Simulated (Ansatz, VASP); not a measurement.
Two plane-wave programs on MgCdO

```xyz
6
Lattice="4.0147 0.0000 0.0000 0.0000 4.0147 0.0000 0.0000 0.0000 6.3008" Properties=species:S:1:pos:R:3 pbc="T T T"
Mg    0.0000    0.0000    0.0000
Mg    2.0074    2.0074    0.0000
Cd    2.0074    0.0000    3.4022
Cd    0.0000    2.0074    2.8986
O     2.0074    0.0000    5.9655
O     0.0000    2.0074    0.3353
```

Change from the starting cell: species swapped into the GdMnSi type (P4/nmm, No. 129).

Alike in both runs: functional PBE; k mesh 10 × 10 × 6; occupations gaussian, width 0.1 eV; no spin polarisation.

Ansatz relaxed the structure, and its values are those at the end. VASP's run is a single point on that final structure, the one shown.

|  | VASP | Ansatz |
| --- | --- | --- |
| version | VASP 6.6.1 | Ansatz 0.2.0 |
| potentials or method | VASP PAW PBE potentials, release 64 (Mg, Cd, O), cutoff 520 eV | scalar-relativistic, plane waves, PAW |
| valence electrons in the cell | 40 | 72 |

Ansatz gave:

```
gap on the k mesh at the Fermi level (eV) : none
pressure (GPa)                            : 0.0
rms of the force components (eV/Å)        : 0.001
```

Problem. Which values does VASP return?

Solution. gap on the k mesh at the Fermi level (eV): none; pressure (GPa): -0.1; rms of the force components (eV/Å): 0.007.

A gap of «none» marks a metal or a gap that the smearing closes. The functional is the same, so the differences come from potentials, cutoffs and numerics. VASP's potentials hold 40 valence electrons a cell and Ansatz's 72, so a difference there can come from the potentials and not from the codes.
